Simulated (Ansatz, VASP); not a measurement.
SnSe: VASP beside Ansatz

```
Sn Se
1.0
     0.00000    3.02000    3.02000
     3.02000    0.00000    3.02000
     3.02000    3.02000    0.00000
Sn Se
1 1
Direct
  0.00000 0.00000 0.00000
  0.50000 0.50000 0.50000
```

Change from the starting cell: volume scaled by 1.01, PAW files.

Alike in both runs: task electric field gradients; functional LDA; k mesh 9 × 9 × 9; occupations fermi-dirac, width 0.02 eV; no spin polarisation.

|  | VASP | Ansatz |
| --- | --- | --- |
| version | VASP 6.6.1 | Ansatz 0.2.0 |
| potentials or method | VASP PAW LDA potentials, release 64 (Sn_d, Se) | PAW with Ansatz's default frozen-core files, scalar-relativistic |
| plane-wave cutoff (eV) | 520 | 420 |
| valence electrons in the cell | 20 | 30 |

```tsv
	VASP	Ansatz	Ansatz less VASP
pressure (GPa)	-3.6	-3.7	-0.06
```

LDA's correlation is that of Perdew and Zunger in VASP and of Perdew and Wang (1992) in Ansatz. VASP's potentials hold 20 valence electrons a cell and Ansatz's 30, so a difference there can come from the potentials and not from the codes.
